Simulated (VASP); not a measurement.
Here is a VASP 6.6.1 calculation.

The input INCAR:

```
SYSTEM = Zn
PREC = Accurate ; ENCUT = 520
EDIFF = 1E-7 ; ISMEAR = -1
SIGMA = 0.05 ; LREAL = .FALSE.
LASPH = .TRUE. ; NELM = 60
ALGO = Normal ; ISIF = 2
LWAVE = .FALSE. ; LCHARG = .FALSE.
GGA = PE ; NBANDS = 19
```

File KPOINTS:

```
Automatic mesh
0
G
  17 17 9
  0 0 0
```

POSCAR

```
Zn
1.0
    2.7162442533      0.0000000001      0.0000000000
   -1.3581221267      2.3523365262      0.0000000000
    0.0000000000      0.0000000000      4.8109199422
Zn
2
Direct
    0.3333333333      0.6666666667      0.2500000000
    0.6666666667      0.3333333333      0.7500000000
```

Potentials or basis: VASP PAW PBE potentials, release 64 (Zn).

Command:

```console
$ cat potpaw_PBE.64/Zn/POTCAR > POTCAR
$ mpirun -np 1 vasp_std > vasp.out
```

Task: What does it give for the pressure?

Result: -1.4 GPa.

Task: Estimate the band gap on the k mesh.

Result: Zero (band 12 reaches 4.20 eV, above the bottom of band 13 at 0.54 eV).

Stress tensor (GPa, compression positive):
```
-1.61  0.00  0.00
 0.00 -1.61  0.00
 0.00  0.00 -1.11
```
